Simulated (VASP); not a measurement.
Set up this calculation in VASP 6.6.1, as the native input.

```yaml
Task: relaxation of cell and atoms
Functional: PBE
Potentials_or_basis: VASP PAW PBE potentials, release 64 (Ga_d, S, Se)
Cutoff: 500 eV
k_mesh: 6 × 6 × 2
Occupations: gaussian, width 0.1 eV
Spin: no spin polarisation
Dipole_correction: no
Further_INCAR_settings: ALGO = Normal; EDIFF = 1e-07; IBRION = 2; EDIFFG = -0.05; NSW = 100; ISIF = 3
```

The structure of Ga4SeS3 lies in POSCAR:

```
Ga4SeS3
1.0
    3.6536598200      0.0000000000      0.0000000000
   -1.8268299100      3.1641622200      0.0000000000
    0.0000000000      0.0000000000     16.0047077600
Ga S Se
4 3 1
Direct
    0.3333333300      0.6666666700      0.1761417700
    0.6666666700      0.3333333300      0.6761417700
    0.6666666700      0.3333333300      0.8238582300
    0.3333333300      0.6666666700      0.3238582300
    0.3333333300      0.6666666700      0.6061295400
    0.6666666700      0.3333333300      0.1061295400
    0.6666666700      0.3333333300      0.3938704600
    0.3333333300      0.6666666700      0.8938704600
```

These files were run (other wordings do the same):

INCAR

```
SYSTEM = Ga4SeS3
ALGO = Normal
EDIFF = 1E-7
EDIFFG = -0.05
ENCUT = 500
GGA = PE
GGA_COMPAT = .False.
IBRION = 2
ISIF = 3
ISMEAR = 0
LASPH = .True.
LCHARG = .False.
LREAL = .False.
LWAVE = .False.
NELM = 120
NELMIN = 4
NSW = 100
PREC = Accurate
SIGMA = 0.1
```

KPOINTS

```
k-points
0
Gamma
  6 6 2
  0 0 0
```

Potentials or basis: VASP PAW PBE potentials, release 64 (Ga_d, S, Se).

Command:

```bash
$ cat potpaw_PBE.64/Ga_d/POTCAR potpaw_PBE.64/S/POTCAR potpaw_PBE.64/Se/POTCAR > POTCAR
$ mpirun -np 1 vasp_std > vasp.out
```

It gave:

```
Relaxed volume                        : 24.11 Å³/atom
Relaxed cell                          : a = 3.683 Å, b = 3.683 Å, c = 16.421 Å, α = 90.00°, β = 90.00°, γ = 120.00°
Space group after relaxing (to 0.1 Å) : P3m1 (No. 156)
Energy gained by relaxing             : 24.7 meV/atom
Ionic steps                           : 8
Pressure after relaxing               : 0.0 GPa
Largest force after relaxing          : 0.047 eV/Å
Band gap on the k mesh                : 1.41 eV
```

Caveat: this functional lacks dispersion, which binds layers or chains, so the pressure and a relaxed spacing across them are unreliable; the relaxation stopped at a loose force limit of 0.05 eV/Å, so its end isn't a converged minimum.

Run time: 24 min on 1 thread of Oxide Virtual Turin-like Processor, with other jobs on the host, peak memory 0.33 GiB.
